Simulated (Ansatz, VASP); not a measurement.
## Two plane-wave programs on Sc2Al

Contents of INCAR:

```
PREC = Accurate
ENCUT = 520
EDIFF = 1E-7
ISMEAR = 0
SIGMA = 0.1
LREAL = F
LASPH = T
NELM = 100
ALGO = Fast
ISIF = 2
LWAVE = F
LCHARG = T
GGA = PS
LELF = T
LVHAR = T
NBANDS = 34
```

Contents of KPOINTS:

```
Automatic mesh
0
Gamma
  1 1 1
```

Contents of POSCAR:

```
Sc2Al
1.0
    4.8926114005      0.0000000000      0.0000000000
   -2.4463057002      4.2371257637      0.0000000000
    0.0000000000      0.0000000000      6.1614205700
Sc Al
4 2
Direct
    0.0000000000      0.0000000000      0.0000000000
    0.0000000000      0.0000000000      0.5000000000
    0.3333333333      0.6666666667      0.7500000000
    0.6666666667      0.3333333333      0.2500000000
    0.3333333333      0.6666666667      0.2500000000
    0.6666666667      0.3333333333      0.7500000000
```

Input for Ansatz:

```yaml
crystal:
  lattice:
    - [4.8926114005, 0.0, 0.0]
    - [-2.4463057002, 4.2371257637, 0.0]
    - [0.0, 0.0, 6.16142057]
  atoms:
    - { symbol: Sc, position: [0.0, 0.0, 0.0] }
    - { symbol: Sc, position: [0.0, 0.0, 0.5] }
    - { symbol: Sc, position: [0.3333333333, 0.6666666667, 0.75] }
    - { symbol: Sc, position: [0.6666666667, 0.3333333333, 0.25] }
    - { symbol: Al, position: [0.3333333333, 0.6666666667, 0.25] }
    - { symbol: Al, position: [0.6666666667, 0.3333333333, 0.75] }
basis:
  ecutwfc: 420
kpoints:
  mp_grid: { grid: [1, 1, 1] }
hamiltonian:
  xc: pbesol
scf:
  occupations: { method: gaussian, width: 0.1 }
output:
  forces: true
  stress: true
  eigenvalues: true
```

Alike in both runs: task single point; functional PBEsol; k mesh 1 × 1 × 1; occupations gaussian, width 0.1 eV; no spin polarisation.

```csv
,VASP,Ansatz
version,VASP 6.6.1,Ansatz 0.2.0
potentials or method,"VASP PAW PBE potentials, release 64 (Sc_sv, Al), cutoff 520 eV","scalar-relativistic, plane waves, PAW"
valence electrons in the cell,50,50
```

```tsv
	VASP	Ansatz	Ansatz less VASP
pressure (GPa)	-11.0	-11.0	-0.02
traceless stress, the component that is largest in VASP (GPa)	6.62	6.59	-0.025
```

VASP's potentials were made for PBE, not for PBEsol.

The k mesh is coarse, so the values compare programs but aren't converged.
